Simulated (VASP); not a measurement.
**Tl: single point with PBE**

Crystal: Tl.

```xyz
2
Lattice="3.3696 0.0000 0.0000 -1.6848 2.9182 0.0000 0.0000 0.0000 5.2488" Properties=species:S:1:pos:R:3 pbc="T T T"
Tl    0.0000    1.9454    1.3122
Tl    1.6848    0.9727    3.9366
```

This cell differs from its parent crystal: strain -0.025 along x and y, -0.050 along z.

```
Program                : VASP 6.6.1
Task                   : single point
Functional             : PBE
Potentials or basis    : VASP PAW PBE potentials, release 64 (Tl_d)
Cutoff                 : 520 eV
k mesh                 : 18 × 18 × 10
Occupations            : gaussian, width 0.15 eV
Spin                   : no spin polarisation
Dipole correction      : no
Further INCAR settings : ALGO = Fast; EDIFF = 1e-06; NBANDS = 20
```

```
Pressure               : 9.0 GPa
Band gap on the k mesh : zero (bands 13 and 14 overlap by 6.88 eV)
```

Stress tensor (GPa, compression positive):
```
 8.34  0.00  0.00
 0.00  8.34  0.00
 0.00  0.00 10.20
```

Levels at points of the mesh, in eV from the Fermi level:
```csv
k point,band 11,band 12,band 13,band 14,band 15,band 16
"(0.00, 0.00, 0.00)",-10.82,-4.79,-3.21,8.32,8.32,10.29
"(0.50, 0.00, 0.00)",-6.03,-4.99,-0.39,0.68,1.37,3.80
"(0.00, 0.00, 0.50)",-9.17,-9.17,4.13,4.13,9.42,9.42
"(0.50, 0.00, 0.50)",-4.74,-4.74,-2.65,-2.65,5.79,5.79
```

Run time: 3.8 min on 1 thread of AMD EPYC 7R13 (shared host), peak memory 0.28 GiB.

Caveat: the cell differs from its parent crystal (strain -0.025 along x and y, -0.050 along z); the cell stands under pressure; spin-orbit coupling is left out, which moves the levels of the heavy elements.
